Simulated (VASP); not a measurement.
Here is a VASP 6.6.1 calculation.

The input INCAR:

```
AGGAC = 1.0 ; AGGAX = 1.0
ALDAC = 0.0 ; ALDAX = 1.0
ALGO = Normal ; EDIFF = 1E-6
ENCUT = 520 ; GGA = B5
ISIF = 2 ; ISMEAR = -1
LASPH = T ; LCHARG = T
LELF = T ; LREAL = F
LVHAR = T ; LWAVE = F
NBANDS = 28 ; NELM = 60
PREC = Accurate ; SIGMA = 0.1
```

Contents of KPOINTS:

```
k-points
0
Gamma
  7 7 10
```

File POSCAR:

```
Pb
1.0
    5.9700944888      0.0000000000      0.0000000000
   -2.9850472444      5.1702534902      0.0000000000
    0.0000000000      0.0000000000      3.5515995102
Pb
3
Direct
    0.0000000000      1.0000000000      0.0000000000
    0.3333333333      0.6666666667      0.5000000000
    0.6666666667      0.3333333333      0.5000000000
```

Potentials or basis: VASP PAW PBE potentials, release 64 (Pb_d).

Command:

```bash
$ cat potpaw_PBE.64/Pb_d/POTCAR > POTCAR
$ mpirun -np 1 vasp_std > vasp.out
```

(1) What does it give for the band gap on the k mesh?

(2) Estimate the pressure.

## Answers

(1) zero (bands 21 and 22 overlap by 2.95 eV).

(2) -1.1 GPa.

Caveat: the PAW data sets were made with another functional, which shifts forces and pressure a little; spin-orbit coupling is left out, which moves the levels of the heavy elements.
